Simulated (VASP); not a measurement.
CdTe: single point with r2SCAN+D3(BJ)

The system is CdTe.

```
Te Cd
1.0
     0.00000    3.13957    3.13957
     3.13957    0.00000    3.13957
     3.13957    3.13957    0.00000
Te Cd
1 1
Direct
  0.75000 0.75000 0.75000
  0.00000 0.00000 0.00000
```

```
Program                : VASP 6.6.1
Task                   : single point
Functional             : r2SCAN
Dispersion             : D3(BJ)
Potentials or basis    : VASP PAW PBE potentials, release 64 (Te, Cd)
Cutoff                 : 520 eV
k mesh                 : 7 × 7 × 7
Occupations            : fermi-dirac, width 0.05 eV
Spin                   : no spin polarisation
Dipole correction      : no
Further INCAR settings : ALGO = Normal; EDIFF = 1e-06; NBANDS = 16
```

The pressure is 6.3 GPa. The band gap on the k mesh is 1.59 eV, direct and the dispersion energy per atom is -0.184 eV.

Levels at points of the mesh, in eV from the valence-band top:
| k point | band 6 | band 7 | band 8 | band 9 | band 10 | band 11 | band 12 | band 13 |
| --- | --- | --- | --- | --- | --- | --- | --- | --- |
| (0.00, 0.00, 0.00) | -8.58 | 0.00 | 0.00 | 0.00 | 1.59 | 4.93 | 4.93 | 4.93 |

Run time: 67 s on 1 thread of AMD EPYC 9R45 96-Core Processor (Zen 5), with other jobs on the host, peak memory 0.2 GiB.

Caveat: the PAW data sets were made with another functional, which shifts forces and pressure a little; spin-orbit coupling is left out, which moves the levels of the heavy elements. r2SCAN opens gaps a little over a GGA but as a rule still falls short of measured ones.
